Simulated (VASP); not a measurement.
A run of VASP 6.6.1:

The input INCAR:

```
SYSTEM = Al
PREC = Accurate
ENCUT = 520
EDIFF = 1E-7
ISMEAR = -1
SIGMA = 0.05
LREAL = .False.
LASPH = .True.
NELM = 100
ALGO = Normal
ISIF = 2
LWAVE = .False.
LCHARG = .False.
GGA = PS
NBANDS = 8
```

File KPOINTS:

```
regular mesh
0
Gamma
  12 12 12
  0 0 0
```

File POSCAR:

```
Al
1.0
   -1.5928747565      1.5928747565      1.5928747565
    1.5928747565     -1.5928747565      1.5928747565
    1.5928747565      1.5928747565     -1.5928747565
Al
1
Direct
    0.0000000000      0.0000000000      0.0000000000
```

Potentials or basis: VASP PAW PBE potentials, release 64 (Al).

The run is started by

```sh
$ cat potpaw_PBE.64/Al/POTCAR > POTCAR
$ mpirun -np 1 vasp_std > vasp.out
```

Hardware: 1 thread of Intel Xeon 8259CL, on a shared host.

**Question.** How long does it take, and how much memory?

**Answer.** Run time: 14 s on 1 thread of Intel Xeon 8259CL (shared host), peak memory 0.13 GiB. Counts: scf iterations 11, k points 72.
